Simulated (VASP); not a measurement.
Here is a VASP 6.6.1 calculation.

Contents of INCAR:

```
SYSTEM = Hf
PREC = Accurate
ENCUT = 600
EDIFF = 1E-7
ISMEAR = 1
SIGMA = 0.05
LREAL = .FALSE.
LASPH = .TRUE.
NELM = 80
ALGO = Normal
ISIF = 3
LWAVE = .FALSE.
LCHARG = .FALSE.
GGA = CA
IBRION = 2
NSW = 60
EDIFFG = -0.01
```

Contents of KPOINTS:

```
Automatic mesh
0
G
  8 8 8
  0 0 0
```

Contents of POSCAR:

```
Hf
1.0
    2.9100000000      0.0000000000      0.0000000000
    0.0000000000      2.9100000000      0.0000000000
    0.0000000000      0.0000000000      2.9100000000
Hf
1
Direct
    0.0000000000      0.0000000000      0.0000000000
```

Potentials or basis: VASP PAW LDA potentials, release 64 (Hf_pv).

Run with:

```sh
$ cat potpaw_LDA.64/Hf_pv/POTCAR > POTCAR
$ mpirun -np 1 vasp_std > vasp.out
```

Question: What does it give for the relaxed volume?

Answer: 22.81 Å³/atom.

Question: What does it give for the band gap on the k mesh?

Answer: Zero (band 5 reaches 5.20 eV, above the bottom of band 6 at 2.60 eV).

Final structure:
```
CELL_PARAMETERS angstrom
2.83597 0.00000 0.00000
0.00000 2.83597 0.00000
0.00000 0.00000 2.83597
ATOMIC_POSITIONS crystal
Hf 0.00000 0.00000 0.00000
```

Caveat: spin-orbit coupling is left out, which moves the levels of the heavy elements.
